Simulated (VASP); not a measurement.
The system is BaTe.

```
Ba Te
1.0
     0.00000    3.36391    3.36391
     3.36391    0.00000    3.36391
     3.36391    3.36391    0.00000
Ba Te
1 1
Direct
  0.00000 0.00000 0.00000
  0.50000 0.50000 0.50000
```

Base run:

```yaml
Program: VASP 6.6.1
Functional: PBEsol
Potentials_or_basis: VASP PAW PBE potentials, release 64 (Ba_sv, Te)
Cutoff: 520 eV
k_mesh: 7 × 7 × 7
Occupations: fermi-dirac, width 0.05 eV
Spin: no spin polarisation
```

Its results: band gap on the k mesh 1.18 eV (least direct gap 1.56 eV); pressure 4.2 GPa.

The run is repeated on the same cell with these changes: functional from PBEsol to PBE0; k mesh from 7 × 7 × 7 to 4 × 4 × 4. What comes out?

Band gap on the k mesh 2.60 eV (least direct gap 3.03 eV); pressure 6.0 GPa.

Several settings changed at once.

Caveats: the cell stands under pressure; the PAW data sets were made with another functional, which shifts forces and pressure a little; spin-orbit coupling is left out, which moves the levels of the heavy elements; an odd mesh through Γ misses points on the zone boundary, where band edges can lie (at least some runs).
